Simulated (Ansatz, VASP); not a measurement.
# KTaO3: VASP beside Ansatz

```
K Ta O
1.0
     3.98830    0.00000    0.00000
     0.00000    3.98830    0.00000
     0.00000    0.00000    3.98830
K Ta O
1 1 3
Direct
  0.50000 0.50000 0.50000
  0.93418 0.00000 0.00000
  0.50000 0.00000 0.00000
  0.00000 0.50000 0.00000
  0.00000 0.00000 0.50000
```

Change from the starting cell: all Ta atoms moved +0.263 Å, as atom 2 towards its neighbour atom 3 (O) at 1.994 Å.

Alike in both runs: task single point; functional r2SCAN; k mesh 6 × 6 × 6; occupations gaussian, width 0.05 eV; no spin polarisation.

```csv
,VASP,Ansatz
version,VASP 6.6.1,Ansatz 0.2.0
potentials or method,"VASP PAW PBE potentials, release 64 (K_sv, Ta_pv, O), cutoff 520 eV","scalar-relativistic, plane waves, PAW"
valence electrons in the cell,38,40
```

|  | VASP | Ansatz | Ansatz less VASP |
| --- | --- | --- | --- |
| gap on the k mesh at the Fermi level (eV) | 2.59 | 2.62 | +0.031 |
| least direct gap on the mesh (eV) | 3.46 | 3.48 | +0.020 |
| pressure (GPa) | 8.2 | 6.9 | -1.30 |
| traceless stress, the component that is largest in VASP (GPa) | 15.94 | 15.37 | -0.574 |
| rms of the force components (eV/Å) | 1.705 | 1.590 | -0.1146 |

VASP's potentials were made for PBE, not for r2SCAN. Atom by atom the forces differ by 0.118 eV/Å (rms over components). VASP's potentials hold 38 valence electrons a cell and Ansatz's 40, so a difference there can come from the potentials and not from the codes.

Spin-orbit coupling is off throughout.
